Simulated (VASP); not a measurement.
Set up this calculation in VASP 6.6.1, as the native input.

```
Task                   : single point
Functional             : r2SCAN
Potentials or basis    : VASP PAW PBE potentials, release 64 (Zn, S)
Cutoff                 : 550 eV
k mesh                 : 9 × 9 × 9
Occupations            : fermi-dirac, width 0.05 eV
Spin                   : no spin polarisation
Dipole correction      : no
Further INCAR settings : ALGO = Normal; EDIFF = 1e-06; NBANDS = 16
```

The system is ZnS.

```xyz
2
Lattice="0.0000 2.6655 2.6655 2.6655 0.0000 2.6655 2.6655 2.6655 0.0000" Properties=species:S:1:pos:R:3 pbc="T T T"
Zn    3.9982    3.9982    3.9982
S     0.0000    0.0000    0.0000
```

The input as run:

POSCAR

```
ZnS
1.0
    0.0000000000      2.6654820099      2.6654820099
    2.6654820099      0.0000000000      2.6654820099
    2.6654820099      2.6654820099      0.0000000000
Zn S
1 1
Direct
    0.7500000000      0.7500000000      0.7500000000
    0.0000000000      0.0000000000      0.0000000000
```

INCAR.step1

```
SYSTEM = ZnS
PREC     = Accurate       ! precision mode
ENCUT    = 550            ! plane-wave cutoff, eV
ISMEAR   = -1             ! smearing method
SIGMA    = 0.05           ! smearing width, eV
LREAL    = .FALSE.        ! projectors in reciprocal space
LASPH    = .TRUE.         ! aspherical terms in the spheres
NELM     = 120            ! most SCF steps
NBANDS   = 16             ! bands
GGA      = PE             ! functional
ALGO     = Normal         ! electronic algorithm
EDIFF    = 1E-5           ! SCF threshold, eV
LWAVE    = .TRUE.         ! write WAVECAR
LCHARG   = .FALSE.        ! write CHGCAR
GGA_COMPAT= .FALSE.
```

INCAR.step2

```
SYSTEM = ZnS
PREC     = Accurate       ! precision mode
ENCUT    = 550            ! plane-wave cutoff, eV
EDIFF    = 1E-6           ! SCF threshold, eV
ISMEAR   = -1             ! smearing method
SIGMA    = 0.05           ! smearing width, eV
LREAL    = .FALSE.        ! projectors in reciprocal space
LASPH    = .TRUE.         ! aspherical terms in the spheres
NELM     = 120            ! most SCF steps
ALGO     = Normal         ! electronic algorithm
ISIF     = 2              ! what is computed and relaxed
LWAVE    = .FALSE.        ! write WAVECAR
LCHARG   = .TRUE.         ! write CHGCAR
METAGGA  = R2SCAN         ! meta-GGA
LMIXTAU  = .TRUE.       
LELF     = .TRUE.         ! ELF
LVHAR    = .TRUE.       
NBANDS   = 16             ! bands
ISTART   = 1            
GGA_COMPAT= .FALSE.
```

KPOINTS

```
Automatic mesh
0
G
  9 9 9
  0 0 0
```

Potentials or basis: VASP PAW PBE potentials, release 64 (Zn, S).

Launch:

```sh
$ cat potpaw_PBE.64/Zn/POTCAR potpaw_PBE.64/S/POTCAR > POTCAR
$ cp INCAR.step1 INCAR
$ mpirun -np 1 vasp_std > vasp.out
$ cp INCAR.step2 INCAR
$ mpirun -np 1 vasp_std > vasp.out
```

Results of the run:

The pressure is 2.7 GPa and the band gap on the k mesh is 2.87 eV.

Caveat: the PAW data sets were made with another functional, which shifts forces and pressure a little.

Run time: 93 s on 1 thread of Intel Xeon 8259CL, on a shared host, peak memory 0.18 GiB.
